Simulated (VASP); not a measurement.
# BaTiO3 (P4mm) in VASP: further runs

Runs on BaTiO3. Level: PBEsol. Tasks: single point, electric field gradients.

All numbers are computed with VASP 6.6.1; they aren't measurements. Logs are shortened: lines on timing, memory, paths and dates and some standing lists are left out, and cuts for length are marked.

### 1 The cell of the first run

Symmetry: P4mm, No. 99, tetragonal system. Conventional cell: a = 4.000 Å, b = 4.000 Å, c = 4.018 Å, α = 90.00°, β = 90.00°, γ = 90.00°. Ba (site symmetry 4mm) has 12 O at 2.79 to 2.88 Å and 8 Ti at 3.43 to 3.51 Å within 3.7 Å. Within 2.5 Å of Ti (site symmetry 4mm) lie 6 O at 1.87 to 2.15 Å. Within 2.5 Å of O (site symmetry 4mm) lie 2 Ti at 1.87 to 2.15 Å. Within 2.9 Å of O (site symmetry 2mm) lie 2 Ti at 2.00 Å and 4 Ba at 2.79 to 2.88 Å and 8 O at 2.83 to 2.84 Å.

### 2 Single point, PBEsol

Contents of POSCAR:

```
BaTiO3
1.0
    3.9998000000      0.0000000000      0.0000000000
    0.0000000000      3.9998000000      0.0000000000
    0.0000000000      0.0000000000      4.0180000000
Ba Ti O
1 1 3
Direct
    0.0000000000      0.0000000000      0.0000000000
    0.5000000000      0.5000000000      0.4820000000
    0.5000000000      0.5000000000      0.0160000000
    0.5000000000      0.0000000000      0.5150000000
    0.0000000000      0.5000000000      0.5150000000
```

Contents of INCAR.step1:

```
SYSTEM = BaTiO3
  PREC = Accurate
  ENCUT = 520
  EDIFF = 1E-6
  ISMEAR = -1
  SIGMA = 0.08
  LREAL = .FALSE.
  LASPH = .TRUE.
  NELM = 60
  ALGO = Normal
  ISIF = 2
  LWAVE = .FALSE.
  LCHARG = .TRUE.
  LMAXMIX = 4
  GGA = PS
  NBANDS = 28
```

Contents of KPOINTS.step1:

```
Automatic mesh
0
G
  7 7 7
  0 0 0
```

Contents of INCAR.step2:

```
SYSTEM = BaTiO3
  PREC = Accurate
  ENCUT = 520
  EDIFF = 1E-6
  ISMEAR = -5
  SIGMA = 0.08
  LREAL = .FALSE.
  LASPH = .TRUE.
  NELM = 60
  ALGO = Normal
  ISIF = 2
  LWAVE = .FALSE.
  LCHARG = .FALSE.
  LMAXMIX = 4
  GGA = PS
  LORBIT = 11
  NBANDS = 28
  NEDOS = 2001
  ICHARG = 11
```

Contents of KPOINTS.step2:

```
Automatic mesh
0
G
  11 11 11
  0 0 0
```

Potentials or basis: VASP PAW PBE potentials, release 64 (Ba_sv, Ti_sv, O).

Command:

```sh
cat potpaw_PBE.64/Ba_sv/POTCAR potpaw_PBE.64/Ti_sv/POTCAR potpaw_PBE.64/O/POTCAR > POTCAR
cp INCAR.step1 INCAR
cp KPOINTS.step1 KPOINTS
mpirun -np 1 vasp_std > vasp.out
cp INCAR.step2 INCAR
cp KPOINTS.step2 KPOINTS
mpirun -np 1 vasp_std > vasp.out
```

OUTCAR:

```text
SYSTEM = BaTiO3
   PREC = Accurate
   ENCUT = 520
   EDIFF = 1E-6
   ISMEAR = -5
   LREAL = .FALSE.
   LASPH = .TRUE.
   NELM = 60
   ISIF = 2
   GGA = PS
   LORBIT = 11
   ICHARG = 11

 ion  position               nearest neighbor table
   1  0.000  0.000  0.000-   4 2.79   5 2.79   5 2.79   4 2.79   3 2.83   3 2.83   3 2.83   3 2.83
                             4 2.88   5 2.88   5 2.88   4 2.88   2 3.43   2 3.43   2 3.43   2 3.43
   2  0.500  0.500  0.482-   3 1.87   4 2.00   5 2.00   4 2.00   5 2.00   3 2.15   1 3.43   1 3.43
                             1 3.43   1 3.43   1 3.51   1 3.51   1 3.51   1 3.51
   3  0.500  0.500  0.016-   2 1.87   2 2.15   1 2.83   1 2.83   1 2.83   1 2.83
   4  0.500  0.000  0.515-   2 2.00   2 2.00   1 2.79   1 2.79   1 2.88   1 2.88
   5  0.000  0.500  0.515-   2 2.00   2 2.00   1 2.79   1 2.79   1 2.88   1 2.88

  LATTYP: Found a simple tetragonal cell.
 ALAT       =     3.9998000000
 C/A-ratio  =     1.0045502275

  Lattice vectors:

 A1 = (   3.9998000000,   0.0000000000,   0.0000000000)
 A2 = (   0.0000000000,   3.9998000000,   0.0000000000)
 A3 = (   0.0000000000,   0.0000000000,   4.0180000000)

Analysis of symmetry for initial positions (statically):
=====================================================================
 Subroutine PRICEL returns:
 Original cell was already a primitive cell.

 Routine SETGRP: Setting up the symmetry group for a
 simple tetragonal supercell.

 Subroutine GETGRP returns: Found  8 space group operations
 (whereof  8 operations were pure point group operations)
 out of a pool of 16 trial point group operations.

The static configuration has the point symmetry C_4v.

Analysis of symmetry for dynamics (positions and initial velocities):
=====================================================================
 Subroutine PRICEL returns:
 Original cell was already a primitive cell.

 Routine SETGRP: Setting up the symmetry group for a
 simple tetragonal supercell.

 Subroutine GETGRP returns: Found  8 space group operations
 (whereof  8 operations were pure point group operations)
 out of a pool of 16 trial point group operations.

The dynamic configuration has the point symmetry C_4v.

 Subroutine INISYM returns: Found  8 space group operations
 (whereof  8 operations are pure point group operations),
 and found     1 'primitive' translations

----------------------------------------------------------------------------------------

[... 111 lines left out ...]
   NELECT =      40.0000    total number of electrons
   NUPDOWN=      -1.0000    fix difference up-down
   EMIN   =  10.00;   EMAX   =-10.00  energy-range for DOS
   EFERMI =   0.00;   METHOD = LEGACY
   ISMEAR =    -5;   SIGMA  =   0.08  broadening in eV -4-tet -1-fermi 0-gaus
   EFERMI_NEDOS =   21; number of points for ismear=-14 and -15
   IALGO  =     38    algorithm
   IMIX   =      4    mixing-type and parameters
     AMIX     =   0.40;   BMIX     =  1.00
     AMIX_MAG =   1.60;   BMIX_MAG =  1.00
  volume/ion in A,a.u.               =      12.86        86.76
  Fermi-wavevector in a.u.,A,eV,Ry     =   1.397653  2.641181 26.578078  1.953434
  Thomas-Fermi vector in A             =   2.520888
   LORBIT       =     11    0 simple, 1 ext, 2 COOP (PROOUT), +10 PAW based schemes
   GGA     = PS    functional components
   LHFCALC =     F    Hartree Fock is set to
   AEXX    =    0.0000 exact exchange contribution
   IVDW    =     0    specifies the selected vdW correction
   LEPSILON=     F    determine dielectric tensor
   LRPA    =     F    only Hartree local field effects (RPA)
 non-spin polarized calculation
 Fermi weights with tetrahedron method with Bloechl corrections
  energy-cutoff  :      520.00
  volume of cell :       64.28
 maximum number of plane-waves:      1763
 NGX is ok and might be reduce to    30

 number of electron      39.9999977 magnetization

 Free energy of the ion-electron system (eV)
  ---------------------------------------------------
  ext. energy  EPLUGINS =         0.00000000
  ---------------------------------------------------
  free energy    TOTEN  =       -41.98754139 eV

  energy without entropy =      -41.98754139  energy(sigma->0) =      -41.98754139

 E-fermi :   3.6958     XC(G=0): -11.4989

 val. band max:        3.6732889772   @ k =   0.4545   0.4545   0.4545
 cond. band min:       5.4483154113   @ k =   0.0000   0.0000   0.0000
 fundamental gap:      1.7750264341
 Fermi energy:         3.6957649076

 k-point     1 :       0.0000    0.0000    0.0000
  band No.  band energies     occupation
      1     -52.6030      2.00000
      2     -28.9708      2.00000
      3     -28.9263      2.00000
      4     -28.9263      2.00000
      5     -21.1070      2.00000
      6     -13.1417      2.00000
[... 733 lines left out ...]
     27       9.3849      0.00000
     28      11.6258      0.00000

 [... further k-points ...]

------------------------ aborting loop because EDIFF is reached ----------------------------------------

  FORCE on cell =-STRESS in cart. coord.  units (eV):
  Direction    XX          YY          ZZ          XY          YZ          ZX
  --------------------------------------------------------------------------------------
  -------------------------------------------------------------------------------------
  Total       -0.9305283     -0.9305283     -0.2953389      0.0000000      0.0000000      0.0000000
  in kB      -23.1928275    -23.1928275     -7.3611342      0.0000000      0.0000000      0.0000000
  external PRESSURE =     -17.9155964 kB  Pullay stress =       0.0000000 kB

 VOLUME and BASIS-vectors are now :
 -----------------------------------------------------------------------------
  energy-cutoff  :      520.00
  volume of cell :       64.28
      direct lattice vectors                 reciprocal lattice vectors
     3.999800000  0.000000000  0.000000000     0.250012501  0.000000000  0.000000000
     0.000000000  3.999800000  0.000000000     0.000000000  0.250012501  0.000000000
     0.000000000  0.000000000  4.018000000     0.000000000  0.000000000  0.248880040

 POSITION                                       TOTAL-FORCE (eV/Angst)
 -----------------------------------------------------------------------------------
      0.00000      0.00000      0.00000        -0.000000     -0.000000     -0.083007
      1.99990      1.99990      1.93668        -0.000000     -0.000000      0.048824
      1.99990      1.99990      0.06429        -0.000000      0.000000      0.361315
      1.99990      0.00000      2.06927         0.000000      0.000000     -0.163566
      0.00000      1.99990      2.06927        -0.000000     -0.000000     -0.163566
 -----------------------------------------------------------------------------------
    total drift:                                0.000000      0.000000     -0.000287

  FREE ENERGIE OF THE ION-ELECTRON SYSTEM (eV)
  ---------------------------------------------------
  free  energy   TOTEN  =       -41.9875413933 eV

  energy  without entropy=      -41.9875413933  energy(sigma->0) =      -41.98754139

 total charge

# of ion       s       p       d       tot
------------------------------------------
    1        2.003   5.633   0.336   7.973
    2        2.216   6.275   1.739  10.231
    3        1.562   3.448   0.000   5.010
    4        1.558   3.446   0.000   5.004
    5        1.558   3.446   0.000   5.004
--------------------------------------------------
tot          8.898  22.247   2.076  33.221
```

OUTCAR.step1:

```text
SYSTEM = BaTiO3
   PREC = Accurate
   ENCUT = 520
   EDIFF = 1E-6
   ISMEAR = -1
   LREAL = .FALSE.
[... 980 lines left out ...]
      1.99990      1.99990      0.06429        -0.000000     -0.000000      0.362272
      1.99990      0.00000      2.06927        -0.000000      0.000000     -0.163588
      0.00000      1.99990      2.06927         0.000000      0.000000     -0.163588
 -----------------------------------------------------------------------------------
    total drift:                                0.000000      0.000000     -0.000164

  FREE ENERGIE OF THE ION-ELECTRON SYSTEM (eV)
  ---------------------------------------------------
  free  energy   TOTEN  =       -41.9875487205 eV

  energy  without entropy=      -41.9875472340  energy(sigma->0) =      -41.98754798
```

It took 4.4 min on 1 thread of Intel Xeon 8259CL, shared host; peak memory 0.33 GiB.

Results:

* Valence electrons inside the program's atomic spheres: Ba 7.97; Ti 10.23; O 5.01, 5.00 (each value once)

Levels at points of the mesh, in eV from the valence-band top:
| k point | band 17 | band 18 | band 19 | band 20 | band 21 | band 22 | band 23 | band 24 |
| --- | --- | --- | --- | --- | --- | --- | --- | --- |
| (0.00, 0.00, 0.00) | -1.12 | -0.32 | -0.29 | -0.29 | 1.77 | 2.08 | 2.08 | 4.06 |

Caveat: the PAW data sets were made with another functional, which shifts forces and pressure a little; spin-orbit coupling is left out, which moves the levels of the heavy elements.

### 3 Electric field gradients, PBEsol (equal xx and yy strain of -1 %)

Contents of INCAR:

```
PREC = Accurate ; ENCUT = 520
EDIFF = 1E-8 ; ISMEAR = -1
SIGMA = 0.08 ; LREAL = F
LASPH = T ; NELM = 80
ALGO = Normal ; ISIF = 2
LWAVE = F ; LCHARG = F
GGA = PS ; LEFG = T
NBANDS = 28
```

Contents of KPOINTS:

```
regular mesh
0
Gamma
  7 7 7
```

POSCAR: that of step 2 with these lines changed.

```diff
@@ -2,4 +2,4 @@
 1.0
-    3.9998000000      0.0000000000      0.0000000000
-    0.0000000000      3.9998000000      0.0000000000
+    3.9598020000      0.0000000000      0.0000000000
+    0.0000000000      3.9598020000      0.0000000000
     0.0000000000      0.0000000000      4.0180000000
```

Potentials or basis: VASP PAW PBE potentials, release 64 (Ba_sv, Ti_sv, O).

Command:

```sh
cat potpaw_PBE.64/Ba_sv/POTCAR potpaw_PBE.64/Ti_sv/POTCAR potpaw_PBE.64/O/POTCAR > POTCAR
mpirun -np 1 vasp_std > vasp.out
```

OUTCAR:

```text
PREC = Accurate
   ENCUT = 520
   EDIFF = 1E-8
   ISMEAR = -1
   LREAL = F
   LASPH = T
   NELM = 80
   ISIF = 2
   GGA = PS

 ion  position               nearest neighbor table
   1  0.000  0.000  0.000-   4 2.78   5 2.78   5 2.78   4 2.78   3 2.80   3 2.80   3 2.80   3 2.80
                             4 2.86   5 2.86   5 2.86   4 2.86   2 3.40   2 3.40   2 3.40   2 3.40
   2  0.500  0.500  0.482-   3 1.87   4 1.98   5 1.98   4 1.98   5 1.98   3 2.15   1 3.40   1 3.40
                             1 3.40   1 3.40   1 3.49   1 3.49   1 3.49   1 3.49
   3  0.500  0.500  0.016-   2 1.87   2 2.15   1 2.80   1 2.80   1 2.80   1 2.80
   4  0.500  0.000  0.515-   2 1.98   2 1.98   1 2.78   1 2.78   1 2.86   1 2.86
   5  0.000  0.500  0.515-   2 1.98   2 1.98   1 2.78   1 2.78   1 2.86   1 2.86

  LATTYP: Found a simple tetragonal cell.
 ALAT       =     3.9598020000
 C/A-ratio  =     1.0146971995

  Lattice vectors:

 A1 = (   3.9598020000,   0.0000000000,   0.0000000000)
 A2 = (   0.0000000000,   3.9598020000,   0.0000000000)
 A3 = (   0.0000000000,   0.0000000000,   4.0180000000)

Analysis of symmetry for initial positions (statically):
=====================================================================
 Subroutine PRICEL returns:
 Original cell was already a primitive cell.
[... 956 lines left out ...]
    total drift:                                0.000000      0.000000     -0.000258

  FREE ENERGIE OF THE ION-ELECTRON SYSTEM (eV)
  ---------------------------------------------------
  free  energy   TOTEN  =       -41.9882519714 eV

  energy  without entropy=      -41.9882508392  energy(sigma->0) =      -41.98825141

 Electric field gradients (V/A^2)
---------------------------------------------------------------------
 ion       V_xx      V_yy      V_zz      V_xy      V_xz      V_yz
---------------------------------------------------------------------
   1       1.212     1.212    -2.423    -0.000    -0.000    -0.000
   2      -3.162    -3.162     6.324     0.000    -0.000     0.000
   3      -7.754    -7.754    15.508    -0.000     0.000    -0.000
   4     -12.207    22.261   -10.054     0.000     0.000     0.000
   5      22.261   -12.207   -10.054     0.000     0.000     0.000
---------------------------------------------------------------------

 Electric field gradients after diagonalization (V/A^2)
 (convention: |V_zz| > |V_xx| > |V_yy|)
----------------------------------------------------------------------
 ion       V_xx      V_yy      V_zz     asymmetry (V_yy - V_xx)/ V_zz
----------------------------------------------------------------------
   1       1.212     1.212    -2.423       0.000
   2      -3.162    -3.162     6.324       0.000
   3      -7.754    -7.754    15.508       0.000
   4     -12.207   -10.054    22.261       0.097
   5     -12.207   -10.054    22.261       0.097
----------------------------------------------------------------------

           NMR quadrupolar parameters

 Cq : quadrupolar parameter    Cq=e*Q*V_zz/h
 eta: asymmetry parameters     (V_yy - V_xx)/ V_zz
 Q  : nuclear electric quadrupole moment in mb (millibarn)
----------------------------------------------------------------------
 ion       Cq(MHz)       eta       Q (mb)
----------------------------------------------------------------------
   1      -0.006       0.000       1.000
   2       0.015       0.000       1.000
   3       0.037       0.000       1.000
   4       0.054       0.097       1.000
   5       0.054       0.097       1.000
----------------------------------------------------------------------
```

stdout:

```text
POSCAR found type information on POSCAR BaTiO
 POSCAR found :  3 types and       5 ions
 scaLAPACK will be used
 -----------------------------------------------------------------------------
|                                                                             |
|                                                                             |
|     You enforced a specific xc type in the INCAR file but a different       |
|     I HOPE YOU KNOW WHAT YOU ARE DOING!                                     |
|                                                                             |
 -----------------------------------------------------------------------------

 LDA part: xc-table for (Slater+PW92), standard interpolation
 POSCAR, INCAR and KPOINTS ok, starting setup
 FFT: planning ... GRIDC
 FFT: planning ... GRID_SOFT
 FFT: planning ... GRID
 WAVECAR not read
 entering main loop
ion   1

ion   2

ion   3

ion   4

ion   5
```

Wall time 2.4 min (1 thread of Intel Xeon 8259CL, shared host); peak memory 0.22 GiB.

Results:

* Free energy: -41.9883 eV
* Pressure: 1.7 GPa
* Largest force: 0.315 eV/Å
* Band gap on the k mesh: 1.87 eV (least direct gap 2.10 eV)
* Largest electric field gradient by atom: Ba -2.4; Ti +6.3; O +15.5, +22.3 (each value once) V/Å²

Forces in eV/Å, atoms in the order of the input:
```
Ba   0.000  0.000 -0.081
Ti   0.000  0.000  0.067
O    0.000  0.000  0.315
O    0.000  0.000 -0.150
O    0.000  0.000 -0.150
```

Stress tensor (GPa, compression positive):
```
1.87 0.00 0.00
0.00 1.87 0.00
0.00 0.00 1.47
```

Electric field gradients, principal values (V/Å²):
```
atom    least   middle  greatest (by size)
1 Ba    1.212    1.212              -2.423
2 Ti   -3.162   -3.162               6.324
 3 O   -7.754   -7.754              15.508
 4 O  -10.054  -12.207              22.261
 5 O  -10.054  -12.207              22.261
```

Caveat: the cell differs from its parent crystal (equal xx and yy strain of -1 %); without QUAD_EFG the Cq values of the log hold for a quadrupole moment of 1 mb, not for the nuclei; the PAW data sets were made with another functional, which shifts forces and pressure a little; spin-orbit coupling is left out, which moves the levels of the heavy elements. A k mesh can miss the band edges.

(Part 1 of 2 ends here.)
